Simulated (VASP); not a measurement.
Si16H4CO, 22 atoms in the cell. The cell holds a slab with vacuum, 22 atoms: a = 7.679 Å, b = 7.679 Å, c = 16.419 Å, α = 90.00°, β = 90.00°, γ = 60.00°. 

* Program: VASP 6.6.1
* Task: single point
* Functional: PBE
* Potentials or basis: VASP PAW PBE potentials, release 64 (H_h, Si, C_h, O_h)
* Cutoff: 1000 eV
* k mesh: 2 × 2 × 1
* Occupations: gaussian, width 0.05 eV
* Spin: no spin polarisation
* Dipole correction: no
* Further INCAR settings: LREAL = Auto; ALGO = Normal; EDIFF = 1e-06; NBANDS = 56; NELMDL = -8

Potentials or basis: VASP PAW PBE potentials, release 64 (H_h, Si, C_h, O_h).

Command:

```sh
$ cat potpaw_PBE.64/H_h/POTCAR potpaw_PBE.64/Si/POTCAR potpaw_PBE.64/C_h/POTCAR potpaw_PBE.64/O_h/POTCAR > POTCAR
$ mpirun -np 1 vasp_std > vasp.out
```

Hardware: 1 thread of Intel(R) Xeon(R) 6975P-C (Granite Rapids) (shared host).

Question: How long does it take, and how much memory?

Answer: Wall time 15 min on 1 thread of Intel(R) Xeon(R) 6975P-C (Granite Rapids), on a shared host, peak memory 1.9 GiB. Counts: scf iterations 26, k points 4.
